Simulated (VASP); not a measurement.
A run of VASP 6.6.1 is set up as follows.

File INCAR:

```
ALGO     = Normal         # electronic algorithm
EDIFF    = 1E-6           # SCF threshold, eV
ENCUT    = 520            # plane-wave cutoff, eV
GGA      = PE             # functional
ISIF     = 2              # what is computed and relaxed
ISMEAR   = 0              # smearing method
LASPH    = True           # aspherical terms in the spheres
LCHARG   = False          # write CHGCAR
LREAL    = False          # projectors in reciprocal space
LWAVE    = False          # write WAVECAR
NBANDS   = 34             # bands
NELM     = 100            # most SCF steps
PREC     = Accurate       # precision mode
SIGMA    = 0.1            # smearing width, eV
```

File KPOINTS:

```
k-points
0
Gamma
  6 6 2
```

POSCAR

```
YSc2Pt2
1.0
    3.6045294455      0.0000000000      0.0000000000
   -1.8022647228      3.1216140685      0.0000000000
    0.0000000000      0.0000000000     11.0467865708
Y Sc Pt
1 2 2
Direct
    0.0000000000      0.0000000000      0.0000000000
    0.3333333333      0.6666666667      0.2773551514
    0.6666666667      0.3333333333      0.7226448486
    0.3333333333      0.6666666667      0.5832879585
    0.6666666667      0.3333333333      0.4167120415
```

Potentials or basis: VASP PAW PBE potentials, release 64 (Y_sv, Sc_sv, Pt).

Command:

```bash
$ cat potpaw_PBE.64/Y_sv/POTCAR potpaw_PBE.64/Sc_sv/POTCAR potpaw_PBE.64/Pt/POTCAR > POTCAR
$ mpirun -np 1 vasp_std > vasp.out
```

**Question.** Predict the pressure.

**Answer.** 0.1 GPa.

**Question.** Estimate the largest force.

**Answer.** 0.038 eV/Å.

**Question.** Estimate the band gap on the k mesh.

**Answer.** Zero (an odd number of electrons rules out a gap without spin polarisation).

Forces in eV/Å, atoms in the order of the input:
```
Y    0.000  0.000  0.000
Sc   0.000  0.000 -0.038
Sc   0.000  0.000  0.038
Pt   0.000  0.000 -0.009
Pt   0.000  0.000  0.009
```

Caveat: spin-orbit coupling is left out, which moves the levels of the heavy elements.
